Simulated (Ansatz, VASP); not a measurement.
# SiN in VASP and in Ansatz

```
CELL_PARAMETERS angstrom
2.66119 0.00000 0.00000
-1.33060 2.30466 0.00000
0.00000 0.00000 3.48732
ATOMIC_POSITIONS crystal
Si 0.00000 0.00000 0.00000
N 0.00000 0.00000 0.50000
```

Alike in both runs: functional PBE; k mesh 9 × 9 × 4; occupations gaussian, width 0.2 eV; no spin polarisation.

Ansatz relaxed the structure, and its values are those at the end. VASP's run is a single point on that final structure, the one shown.

|  | VASP | Ansatz |
| --- | --- | --- |
| version | VASP 6.6.1 | Ansatz 0.2.0 |
| potentials or method | VASP PAW PBE potentials, release 64 (Si, N), cutoff 600 eV | scalar-relativistic, plane waves, PAW |
| valence electrons in the cell | 9 | 9 |

VASP gave:

| Property | Result |
| --- | --- |
| gap on the k mesh at the Fermi level (eV) | none |
| pressure (GPa) | -0.2 |

What did Ansatz give for the same quantities?

gap on the k mesh at the Fermi level (eV): none; pressure (GPa): 0.1.

A gap of «none» marks a metal or a gap that the smearing closes. The functional is the same, so the differences come from potentials, cutoffs and numerics.

The k mesh is coarse, so the values compare programs but aren't converged.
